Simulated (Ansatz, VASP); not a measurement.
Two plane-wave programs on H2CF2

The input INCAR:

```
SYSTEM = H2CF2
  PREC = Accurate
  ENCUT = 520
  EDIFF = 1E-6
  ISMEAR = 0
  SIGMA = 0.1
  LREAL = .FALSE.
  LASPH = .TRUE.
  NELM = 60
  ALGO = Normal
  ISIF = 2
  LWAVE = .FALSE.
  LCHARG = .FALSE.
  LDIPOL = .TRUE.
  IDIPOL = 3
  DIPOL = 0.5 0.5 0.660
  GGA = PE
  IVDW = 12
  NBANDS = 18
```

KPOINTS

```
Automatic mesh
0
G
  4 4 1
  0 0 0
```

The input POSCAR:

```
H2CF2
1.0
    6.2855222178      0.0000000000      0.0000000000
   -3.1427611089      5.4434219167      0.0000000000
    0.0000000000      0.0000000000     26.6711342502
F C H
2 1 2
Direct
    0.6136918983      0.5467160076      0.7083157187
    0.4764679618      0.4887488522      0.6300362777
    0.6912535988      0.5866667808      0.6600946462
    0.7847311646      0.4837466211      0.6504441202
    0.7979167992      0.7842170579      0.6517156511
```

Input for Ansatz:

```yaml
crystal:
  lattice:
    - [6.2855222178, 0.0, 0.0]
    - [-3.1427611089, 5.4434219167, 0.0]
    - [0.0, 0.0, 26.6711342502]
  atoms:
    - { symbol: F, position: [0.6136918983, 0.5467160076, 0.7083157187] }
    - { symbol: C, position: [0.6912535988, 0.5866667808, 0.6600946462] }
    - { symbol: F, position: [0.4764679618, 0.4887488522, 0.6300362777] }
    - { symbol: H, position: [0.7847311646, 0.4837466211, 0.6504441202] }
    - { symbol: H, position: [0.7979167992, 0.7842170579, 0.6517156511] }
basis:
  ecutwfc: 420
kpoints:
  mp_grid: { grid: [4, 4, 1] }
hamiltonian:
  xc: pbe
  dispersion: d3bj
scf:
  occupations: { method: gaussian, width: 0.1 }
output:
  forces: true
  eigenvalues: true
  write_density: true
  volumetric_format: npy
efield:
  axis: 3
  dipole_correction: true
  ramp_width: 0.04
```

Alike in both runs: task single point; functional PBE; dispersion D3(BJ); k mesh 4 × 4 × 1; occupations gaussian, width 0.1 eV; no spin polarisation.

```csv
,VASP,Ansatz
version,VASP 6.6.1,Ansatz 0.2.0
potentials or method,"VASP PAW PBE potentials, release 64 (F, C, H), cutoff 520 eV","scalar-relativistic, plane waves, PAW"
valence electrons in the cell,20,20
```

VASP gave:

- gap on the k mesh at the Fermi level (eV): 7.11
- rms of the force components (eV/Å): 0.412

Q: Estimate Ansatz's values.

A: gap on the k mesh at the Fermi level (eV): 7.11; rms of the force components (eV/Å): 0.445.
